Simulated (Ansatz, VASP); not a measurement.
# Li in VASP and in Ansatz

File INCAR:

```
ALGO = Fast
EDIFF = 1E-6
ENCUT = 520
ISIF = 2
ISMEAR = 0
LASPH = True
LCHARG = False
LREAL = False
LWAVE = False
NBANDS = 14
NELM = 80
PREC = Accurate
SIGMA = 0.1
```

File KPOINTS:

```
k-points
0
Gamma
  10 10 10
```

Contents of POSCAR:

```
Li
1.0
    4.5276267880      0.0000000000      0.0000000000
    0.0000000000      4.5276267880      0.0000000000
    0.0000000000      0.0000000000      4.5276267880
Li
4
Direct
    0.8875292303      0.1124707697      0.6124707697
    0.3875292303      0.3875292303      0.3875292303
    0.1124707697      0.6124707697      0.8875292303
    0.6124707697      0.8875292303      0.1124707697
```

Input for Ansatz:

```yaml
crystal:
  lattice:
    - [4.527626788, 0.0, 0.0]
    - [0.0, 4.527626788, 0.0]
    - [0.0, 0.0, 4.527626788]
  atoms:
    - { symbol: Li, position: [0.8875292303, 0.1124707697, 0.6124707697] }
    - { symbol: Li, position: [0.3875292303, 0.3875292303, 0.3875292303] }
    - { symbol: Li, position: [0.1124707697, 0.6124707697, 0.8875292303] }
    - { symbol: Li, position: [0.6124707697, 0.8875292303, 0.1124707697] }
basis:
  ecutwfc: 420
kpoints:
  mp_grid: { grid: [10, 10, 10] }
hamiltonian:
  xc: lda
scf:
  occupations: { method: gaussian, width: 0.1 }
output:
  forces: true
  stress: true
  eigenvalues: true
  populations: true
```

Alike in both runs: task single point; functional LDA; k mesh 10 × 10 × 10; occupations gaussian, width 0.1 eV; no spin polarisation.

|  | VASP | Ansatz |
| --- | --- | --- |
| version | VASP 6.6.1 | Ansatz 0.2.0 |
| potentials or method | VASP PAW LDA potentials, release 64 (Li_sv), cutoff 520 eV | scalar-relativistic, plane waves, PAW |
| valence electrons in the cell | 12 | 12 |

```tsv
	VASP	Ansatz	Ansatz less VASP
gap on the k mesh at the Fermi level (eV)	none	none	-
rms of the force components (eV/Å)	0.073	0.073	-0.0005
```

LDA's correlation is that of Perdew and Zunger in VASP and of Perdew and Wang (1992) in Ansatz. Atom by atom the forces differ by 0.000 eV/Å (rms over components). A gap of «none» marks a metal or a gap that the smearing closes.

Noted on VASP's run: the cutoff is short for stress, so the pressure is rough.
